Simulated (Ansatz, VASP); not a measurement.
MgO in VASP and in Ansatz

```
CELL_PARAMETERS angstrom
4.21494 0.00000 0.00000
0.00000 -4.21494 0.00000
0.00000 0.00000 -4.21494
ATOMIC_POSITIONS crystal
Mg 0.98222 0.01778 0.12574
Mg 0.50000 0.50000 0.00000
Mg 0.50000 0.00000 0.50000
Mg 0.00000 0.50000 0.50000
O 0.50000 0.00000 0.00000
O 0.00000 0.50000 0.00000
O 0.00000 0.00000 0.50000
O 0.50000 0.50000 0.50000
```

Alike in both runs: task single point; functional PBEsol; k mesh 6 × 6 × 6; occupations gaussian, width 0.05 eV; no spin polarisation.

```csv
,VASP,Ansatz
version,VASP 6.6.1,Ansatz 0.2.0
potentials or method,"VASP PAW PBE potentials, release 64 (Mg_sv, O), cutoff 840 eV","scalar-relativistic, plane waves, PAW"
valence electrons in the cell,64,64
```

Ansatz gave:

- gap on the k mesh at the Fermi level (eV): 4.51
- least direct gap on the mesh (eV): 4.51
- pressure (GPa): 11.4
- traceless stress, the component that is largest in VASP (GPa): 19.93
- rms of the force components (eV/Å): 3.093

Problem. Estimate VASP's values.

Solution. gap on the k mesh at the Fermi level (eV): 4.51; least direct gap on the mesh (eV): 4.51; pressure (GPa): 11.7; traceless stress, the component that is largest in VASP (GPa): 20.37; rms of the force components (eV/Å): 3.161.

VASP's potentials were made for PBE, not for PBEsol, and Ansatz warns of the same on its side. Atom by atom the forces differ by 0.068 eV/Å (rms over components).
